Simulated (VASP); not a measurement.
# RbSrCl3 (Pm-3m) in VASP: notebook

RbSrCl3 is run at these levels: LDA; tasks: single point.

Program: VASP 6.6.1. These are calculated values, not measurements. Logs are shortened: lines on timing, memory, paths and dates and some standing lists are left out, and cuts for length are marked.

## Step 1: The cell of the first run

The structure is cubic, space group Pm-3m (No. 221). Conventional cell: a = 5.696 Å, b = 5.696 Å, c = 5.696 Å, α = 90.00°, β = 90.00°, γ = 90.00°. Within 5.3 Å of Rb (site symmetry m-3m) lie 12 Cl at 4.03 Å and 8 Sr at 4.93 Å. Within 3.8 Å of Sr (site symmetry m-3m) lie 6 Cl at 2.85 Å. Cl (site symmetry 4/mmm) has 2 Sr at 2.85 Å within 3.8 Å.

## Step 2: Single point, LDA

INCAR reads:

```
PREC = Accurate
ENCUT = 520
EDIFF = 1E-6
ISMEAR = 0
SIGMA = 0.05
LREAL = F
LASPH = T
NELM = 100
ALGO = Normal
ISIF = 2
LWAVE = F
LCHARG = F
NBANDS = 28
```

KPOINTS reads:

```
regular mesh
0
Gamma
  4 4 4
```

POSCAR reads:

```
RbSrCl3
1.0
    5.6963040000      0.0000000000      0.0000000000
    0.0000000000      5.6963040000      0.0000000000
    0.0000000000      0.0000000000      5.6963040000
Rb Sr Cl
1 1 3
Direct
    0.5000000000      0.5000000000      0.5000000000
    0.0000000000      0.0000000000      0.0000000000
    0.5000000000      0.0000000000      0.0000000000
    0.0000000000      0.5000000000      0.0000000000
    0.0000000000      0.0000000000      0.5000000000
```

Potentials or basis: VASP PAW LDA potentials, release 64 (Rb_sv, Sr_sv, Cl).

On the command line:

```
cat potpaw_LDA.64/Rb_sv/POTCAR potpaw_LDA.64/Sr_sv/POTCAR potpaw_LDA.64/Cl/POTCAR > POTCAR
mpirun -np 1 vasp_std > vasp.out
```

OUTCAR:

```text
PREC = Accurate
   ENCUT = 520
   EDIFF = 1E-6
   ISMEAR = 0
   LREAL = F
   LASPH = T
   NELM = 100
   ISIF = 2

 ion  position               nearest neighbor table
   1  0.500  0.500  0.500-   3 4.03   4 4.03   5 4.03   3 4.03   4 4.03   3 4.03   5 4.03   3 4.03
                             4 4.03   5 4.03   4 4.03   5 4.03   2 4.93   2 4.93   2 4.93   2 4.93
   2  0.000  0.000  0.000-   3 2.85   4 2.85   5 2.85   5 2.85   4 2.85   3 2.85   1 4.93   1 4.93
                             1 4.93   1 4.93   1 4.93   1 4.93   1 4.93   1 4.93
   3  0.500  0.000  0.000-   2 2.85   2 2.85   1 4.03   1 4.03   1 4.03   1 4.03
   4  0.000  0.500  0.000-   2 2.85   2 2.85   1 4.03   1 4.03   1 4.03   1 4.03
   5  0.000  0.000  0.500-   2 2.85   2 2.85   1 4.03   1 4.03   1 4.03   1 4.03

  LATTYP: Found a simple cubic cell.
 ALAT       =     5.6963040000

  Lattice vectors:

 A1 = (   5.6963040000,   0.0000000000,   0.0000000000)
 A2 = (   0.0000000000,   5.6963040000,   0.0000000000)
 A3 = (   0.0000000000,   0.0000000000,   5.6963040000)

Analysis of symmetry for initial positions (statically):
=====================================================================
 Subroutine PRICEL returns:
 Original cell was already a primitive cell.

 Routine SETGRP: Setting up the symmetry group for a
 simple cubic supercell.

 Subroutine GETGRP returns: Found 48 space group operations
 (whereof 48 operations were pure point group operations)
 out of a pool of 48 trial point group operations.

The static configuration has the point symmetry O_h .

Analysis of symmetry for dynamics (positions and initial velocities):
=====================================================================
 Subroutine PRICEL returns:
 Original cell was already a primitive cell.

 Routine SETGRP: Setting up the symmetry group for a
 simple cubic supercell.

 Subroutine GETGRP returns: Found 48 space group operations
 (whereof 48 operations were pure point group operations)
 out of a pool of 48 trial point group operations.

The dynamic configuration has the point symmetry O_h .

 Subroutine INISYM returns: Found 48 space group operations
 (whereof 48 operations are pure point group operations),
 and found     1 'primitive' translations

----------------------------------------------------------------------------------------

                                     Primitive cell

  volume of cell :     184.8330

  direct lattice vectors                    reciprocal lattice vectors
     5.696304000  0.000000000  0.000000000     0.175552428  0.000000000  0.000000000
     0.000000000  5.696304000  0.000000000     0.000000000  0.175552428  0.000000000
     0.000000000  0.000000000  5.696304000     0.000000000  0.000000000  0.175552428

  length of vectors
     5.696304000  5.696304000  5.696304000     0.175552428  0.175552428  0.175552428

  position of ions in fractional coordinates (direct lattice)
     0.500000000  0.500000000  0.500000000
     0.000000000  0.000000000  0.000000000
     0.500000000  0.000000000  0.000000000
     0.000000000  0.500000000  0.000000000
     0.000000000  0.000000000  0.500000000

  ion indices of the primitive-cell ions
   primitive index   ion index
                 1           1
                 2           2
                 3           3
                 4           4
                 5           5

----------------------------------------------------------------------------------------

 KPOINTS: regular mesh

Automatic generation of k-mesh.
 Grid dimensions read from file:
 generate k-points for:    4    4    4

 Generating k-lattice:

  Cartesian coordinates                     Fractional coordinates (reciprocal lattice)
     0.043888107  0.000000000  0.000000000     0.250000000  0.000000000  0.000000000
     0.000000000  0.043888107  0.000000000     0.000000000  0.250000000  0.000000000
     0.000000000  0.000000000  0.043888107     0.000000000  0.000000000  0.250000000

  Length of vectors
     0.043888107  0.043888107  0.043888107

  Shift w.r.t. Gamma in fractional coordinates (k-lattice)
     0.000000000  0.000000000  0.000000000

 Subroutine IBZKPT returns following result:
 ===========================================

 Found     10 irreducible k-points:

 Following reciprocal coordinates:
            Coordinates               Weight
  0.000000  0.000000  0.000000      1.000000
  0.250000  0.000000  0.000000      6.000000
  0.500000  0.000000  0.000000      3.000000
  0.250000  0.250000  0.000000     12.000000
  0.500000  0.250000  0.000000     12.000000
  0.500000  0.500000  0.000000      3.000000
  0.250000  0.250000  0.250000      8.000000
  0.500000  0.250000  0.250000     12.000000
  0.500000  0.500000  0.250000      6.000000
  0.500000  0.500000  0.500000      1.000000
   k-points           NKPTS =     10   k-points in BZ     NKDIM =     10   number of bands    NBANDS=     28
   number of dos      NEDOS =    301   number of ions     NIONS =      5
   total plane-waves  NPLWV =  74088
   dimension x,y,z NGX =    42 NGY =   42 NGZ =   42
   dimension x,y,z NGXF=    84 NGYF=   84 NGZF=   84
   ions per type =               1   1   3
   NGX,Y,Z   is equivalent  to a cutoff of  12.26, 12.26, 12.26 a.u.
   NGXF,Y,Z  is equivalent  to a cutoff of  24.52, 24.52, 24.52 a.u.
 SYSTEM =  unknown system
   PREC   = accura    normal or accurate (medium, high low for compatibility)
   ISTART =      0    job   : 0-new  1-cont  2-samecut
   ICHARG =      2    charge: 1-file 2-atom 10-const
   ISPIN  =      1    spin polarized calculation?
   LNONCOLLINEAR =      F non collinear calculations
   LSORBIT =      F    spin-orbit coupling
   LASPH  =      T    aspherical Exc in radial PAW
   ENCUT  =  520.0 eV  38.22 Ry    6.18 a.u.  10.59 10.59 10.59*2*pi/ulx,y,z
   NELM   =    100;   NELMIN=  2; NELMDL= -5     # of ELM steps
   EDIFF  = 0.1E-05   stopping-criterion for ELM
   LREAL  =      F    real-space projection
   EDIFFG = 0.1E-04   stopping-criterion for IOM
   NSW    =      0    number of steps for IOM
   IBRION =     -1    ionic relax: 0-MD 1-quasi-New 2-CG
   NFREE  =      0    steps in history (QN), initial steepest desc. (CG)
   ISIF   =      2    stress and relaxation
   ISYM   =      2    0-nonsym 1-usesym 2-fastsym
   POTIM  = 0.5000    time-step for ionic-motion
   TEBEG  =    0.0;   TEEND  =   0.0 temperature during run
   PSTRESS=    0.0 pullay stress
   NELECT =      40.0000    total number of electrons
   NUPDOWN=      -1.0000    fix difference up-down
   EMIN   =  10.00;   EMAX   =-10.00  energy-range for DOS
   EFERMI =   0.00;   METHOD = LEGACY
   ISMEAR =     0;   SIGMA  =   0.05  broadening in eV -4-tet -1-fermi 0-gaus
   EFERMI_NEDOS =   21; number of points for ismear=-14 and -15
   IALGO  =     38    algorithm
   IMIX   =      4    mixing-type and parameters
     AMIX     =   0.40;   BMIX     =  1.00
     AMIX_MAG =   1.60;   BMIX_MAG =  1.00
  volume/ion in A,a.u.               =      36.97       249.46
  Fermi-wavevector in a.u.,A,eV,Ry     =   0.982883  1.857379 13.144021  0.966058
  Thomas-Fermi vector in A             =   2.113999
   LORBIT       =      0    0 simple, 1 ext, 2 COOP (PROOUT), +10 PAW based schemes
   GGA     = CA    functional components
   LHFCALC =     F    Hartree Fock is set to
   AEXX    =    0.0000 exact exchange contribution
   IVDW    =     0    specifies the selected vdW correction
   LEPSILON=     F    determine dielectric tensor
   LRPA    =     F    only Hartree local field effects (RPA)
 non-spin polarized calculation
 Gauss-broadening in eV      SIGMA  =   0.05
  energy-cutoff  :      520.00
  volume of cell :      184.83
 maximum number of plane-waves:      4995
   NGX = 21   NGY = 21   NGZ = 21

 number of electron      39.9999994 magnetization

 Free energy of the ion-electron system (eV)
  ---------------------------------------------------
  ext. energy  EPLUGINS =         0.00000000
  ---------------------------------------------------
  free energy    TOTEN  =       -20.70610453 eV

  energy without entropy =      -20.70610453  energy(sigma->0) =      -20.70610453

 E-fermi :  -1.6093     XC(G=0):  -7.6877

 val. band max:       -1.8946877413   @ k =   0.5000   0.5000   0.5000
 cond. band min:       2.3284940019   @ k =   0.0000   0.0000   0.0000
 fundamental gap:      4.2231817433
 Fermi energy:        -1.6092908728

 k-point     1 :       0.0000    0.0000    0.0000
  band No.  band energies     occupation
      1     -33.9744      2.00000
      2     -26.7005      2.00000
      3     -16.1939      2.00000
      4     -16.1939      2.00000
      5     -16.1939      2.00000
      6     -14.3282      2.00000
[... 20 lines left out ...]
     27       5.9567      0.00000
     28       5.9568      0.00000

 k-point     2 :       0.2500    0.0000    0.0000
  band No.  band energies     occupation
      1     -33.9742      2.00000
      2     -26.7004      2.00000
      3     -16.3245      2.00000
      4     -16.1933      2.00000
      5     -16.1933      2.00000
      6     -14.2792      2.00000
[... 20 lines left out ...]
     27       5.9587      0.00000
     28       5.9822      0.00000

 k-point     3 :       0.5000    0.0000    0.0000
  band No.  band energies     occupation
      1     -33.9740      2.00000
      2     -26.7003      2.00000
      3     -16.4357      2.00000
      4     -16.1927      2.00000
      5     -16.1927      2.00000
      6     -14.2680      2.00000
[... 20 lines left out ...]
     27       5.9283      0.00000
     28       6.3120      0.00000

 k-point     4 :       0.2500    0.2500    0.0000
  band No.  band energies     occupation
      1     -33.9740      2.00000
      2     -26.7003      2.00000
      3     -16.3252      2.00000
      4     -16.3226      2.00000
      5     -16.1927      2.00000
      6     -14.2184      2.00000
[... 144 lines left out ...]
     27       6.1665      0.00000
     28       6.3482      0.00000

 k-point     9 :       0.5000    0.5000    0.2500
  band No.  band energies     occupation
      1     -33.9733      2.00000
      2     -26.7000      2.00000
      3     -16.4335      2.00000
      4     -16.4335      2.00000
      5     -16.3217      2.00000
      6     -13.9695      2.00000
[... 20 lines left out ...]
     27       6.2976      0.00000
     28       6.5685      0.00000

 k-point    10 :       0.5000    0.5000    0.5000
  band No.  band energies     occupation
      1     -33.9731      2.00000
      2     -26.6999      2.00000
      3     -16.4326      2.00000
      4     -16.4326      2.00000
      5     -16.4326      2.00000
      6     -13.7594      2.00000
[... 20 lines left out ...]
     27       6.2137      0.00000
     28       7.3714      0.00000

------------------------ aborting loop because EDIFF is reached ----------------------------------------

  FORCE on cell =-STRESS in cart. coord.  units (eV):
  Direction    XX          YY          ZZ          XY          YZ          ZX
  --------------------------------------------------------------------------------------
  -------------------------------------------------------------------------------------
  Total       -2.5666588     -2.5666588     -2.5666588     -0.0000000      0.0000000     -0.0000000
  in kB      -22.2484235    -22.2484235    -22.2484235     -0.0000000      0.0000000     -0.0000000
  external PRESSURE =     -22.2484235 kB  Pullay stress =       0.0000000 kB

 VOLUME and BASIS-vectors are now :
 -----------------------------------------------------------------------------
  energy-cutoff  :      520.00
  volume of cell :      184.83
      direct lattice vectors                 reciprocal lattice vectors
     5.696304000  0.000000000  0.000000000     0.175552428  0.000000000  0.000000000
     0.000000000  5.696304000  0.000000000     0.000000000  0.175552428  0.000000000
     0.000000000  0.000000000  5.696304000     0.000000000  0.000000000  0.175552428

 POSITION                                       TOTAL-FORCE (eV/Angst)
 -----------------------------------------------------------------------------------
      2.84815      2.84815      2.84815         0.000000      0.000000      0.000000
      0.00000      0.00000      0.00000         0.000000      0.000000      0.000000
      2.84815      0.00000      0.00000         0.000000      0.000000      0.000000
      0.00000      2.84815      0.00000         0.000000      0.000000      0.000000
      0.00000      0.00000      2.84815         0.000000      0.000000      0.000000
 -----------------------------------------------------------------------------------
    total drift:                                0.000000      0.000000     -0.000000

  FREE ENERGIE OF THE ION-ELECTRON SYSTEM (eV)
  ---------------------------------------------------
  free  energy   TOTEN  =       -20.7061045268 eV

  energy  without entropy=      -20.7061045268  energy(sigma->0) =      -20.70610453
```

Wall time 44 s (1 thread of AMD EPYC 7R13 (Zen 3), shared host); peak memory 0.2 GiB.

Results:

```yaml
Free_energy: -20.7061 eV
Pressure: -2.2 GPa
Band_gap_on_the_k_mesh: 4.22 eV (least direct gap 4.44 eV)
```

Levels at points of the mesh, in eV from the valence-band top:
```
           k point  band 16  band 17  band 18  band 19  band 20  band 21  band 22  band 23  band 24  band 25
(0.00, 0.00, 0.00)    -0.40    -0.40    -0.22    -0.22    -0.22     4.22     5.76     5.76     5.76     6.54
(0.50, 0.00, 0.00)    -0.66    -0.66    -0.51    -0.29    -0.29     5.86     6.01     6.15     6.95     6.95
(0.50, 0.50, 0.00)    -0.69    -0.69    -0.61    -0.61    -0.01     6.69     6.99     6.99     7.12     7.46
(0.50, 0.50, 0.50)    -1.26    -1.26     0.00     0.00     0.00     6.03     6.85     6.85     6.85     8.11
```

A k mesh can miss the band edges.

## Step 3: Single point, LDA

INCAR reads:

```
ALGO     = Normal         # electronic algorithm
EDIFF    = 1E-6           # SCF threshold, eV
ENCUT    = 520            # plane-wave cutoff, eV
ISIF     = 2              # what is computed and relaxed
ISMEAR   = 0              # smearing method
LASPH    = True           # aspherical terms in the spheres
LCHARG   = True           # write CHGCAR
LELF     = True           # ELF
LREAL    = False          # projectors in reciprocal space
LVHAR    = True         
LWAVE    = False          # write WAVECAR
NBANDS   = 28             # bands
NELM     = 100            # most SCF steps
PREC     = Accurate       # precision mode
SIGMA    = 0.05           # smearing width, eV
```

KPOINTS reads:

```
k-points
0
Gamma
  6 6 6
```

POSCAR is that of step 2.

Potentials or basis: VASP PAW LDA potentials, release 64 (Rb_sv, Sr_sv, Cl).

On the command line:

```
cat potpaw_LDA.64/Rb_sv/POTCAR potpaw_LDA.64/Sr_sv/POTCAR potpaw_LDA.64/Cl/POTCAR > POTCAR
mpirun -np 1 vasp_std > vasp.out
```

Run time: 84 s. Hardware: 1 thread of AMD EPYC 7R13 (Zen 3), shared host; peak memory 0.24 GiB.

The run converged. Its results:

* Free energy: -20.7066 eV
* Pressure: -2.2 GPa
* Band gap on the k mesh: 4.22 eV (least direct gap 4.44 eV)

Levels at points of the mesh, in eV from the valence-band top:
```tsv
k point	band 18	band 19	band 20	band 21	band 22	band 23
(0.00, 0.00, 0.00)	-0.22	-0.22	-0.22	4.22	5.76	5.76
(0.50, 0.00, 0.00)	-0.51	-0.29	-0.29	5.86	6.01	6.15
(0.50, 0.50, 0.00)	-0.61	-0.61	-0.01	6.69	6.99	6.99
(0.50, 0.50, 0.50)	0.00	0.00	0.00	6.03	6.85	6.85
```
